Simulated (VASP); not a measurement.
Wanted: the native input for a VASP 6.6.1 run.

```
Task                   : single point
Functional             : PBE
Potentials or basis    : VASP PAW PBE potentials, release 64 (Ga_d)
Cutoff                 : 520 eV
k mesh                 : 10 × 10 × 8
Occupations            : gaussian, width 0.017 eV
Spin                   : no spin polarisation
Dipole correction      : no
Further INCAR settings : ALGO = Fast; EDIFF = 1e-07; NBANDS = 20
```

The structure of Ga lies in POSCAR:

```
Ga
1.0
    1.3830000000     -4.0265000000      0.0000000000
    1.3830000000      4.0265000000      0.0000000000
   -0.1174474948      0.0000000000      3.3299294416
Ga
2
Direct
    0.1310000000      0.8690000000      0.7500000000
    0.8690000000      0.1310000000      0.2500000000
```

These files were run (other wordings do the same):

INCAR

```
  PREC = Accurate
  ENCUT = 520
  EDIFF = 1E-7
  ISMEAR = 0
  SIGMA = 0.017
  LREAL = False
  LASPH = True
  NELM = 100
  ALGO = Fast
  ISIF = 2
  LWAVE = False
  LCHARG = False
  GGA = PE
  NBANDS = 20
```

KPOINTS

```
regular mesh
0
Gamma
  10 10 8
```

Potentials or basis: VASP PAW PBE potentials, release 64 (Ga_d).

Command:

```bash
$ cat potpaw_PBE.64/Ga_d/POTCAR > POTCAR
$ mpirun -np 1 vasp_std > vasp.out
```

It gave:

The pressure is 1.5 GPa and the largest force is 0.218 eV/Å. The band gap on the k mesh is zero (bands 13 and 14 overlap by 8.39 eV).

Run time: 2.9 min on 1 thread of Intel(R) Xeon(R) Platinum 8488C (Sapphire Rapids), with other jobs on the host, peak memory 0.26 GiB.
